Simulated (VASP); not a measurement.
The system is Co4F.

```
CELL_PARAMETERS angstrom
3.88777 0.00000 0.00000
0.00000 3.88777 0.00000
0.00000 0.00000 3.88777
ATOMIC_POSITIONS crystal
Co 0.50000 0.00000 0.00000
Co 0.00000 0.50000 0.00000
Co 0.00000 0.00000 0.50000
Co 0.50000 0.50000 0.50000
F 0.00000 0.00000 0.00000
```

The cell was generated, and may not be a known phase.

```yaml
Program: VASP 6.6.1
Task: relaxation of cell and atoms
Functional: PBE
Potentials_or_basis: VASP PAW PBE potentials, release 64 (Co, F)
Cutoff: 600 eV
k_mesh: 4 × 4 × 4
Occupations: gaussian, width 0.1 eV
Spin: collinear spin, ferromagnetic start
Starting_moments: "[3.0, 3.0, 3.0, 3.0, 0.0] μB"
```

At the start: pressure 5.4 GPa; volume 11.75 Å³/atom.

Where does the relaxation end?

Over 3 steps the energy falls by 7.9 meV/atom and the volume is 12.23 Å³/atom (+4.1 %); space group Pm-3m (No. 221, to 0.1 Å) before and after; moment 7.91 μB per cell.

Step by step:
```
step  energy change (eV)  largest force (eV/Å)  pressure (GPa)  volume (Å³)
   1              0.0000                0.0000            5.44        58.76
   2             -0.0325                0.0000           -1.98        62.22
   3             -0.0393                0.0000            0.11        61.17
```

Final structure:
```
Co F
1.0
     3.94008    0.00000    0.00000
     0.00000    3.94008    0.00000
     0.00000    0.00000    3.94008
Co F
4 1
Direct
  0.50000 0.00000 0.00000
  0.00000 0.50000 0.00000
  0.00000 0.00000 0.50000
  0.50000 0.50000 0.50000
  0.00000 0.00000 0.00000
```

Caveat: the k points lie up to 0.40 Å⁻¹ apart in the final cell.
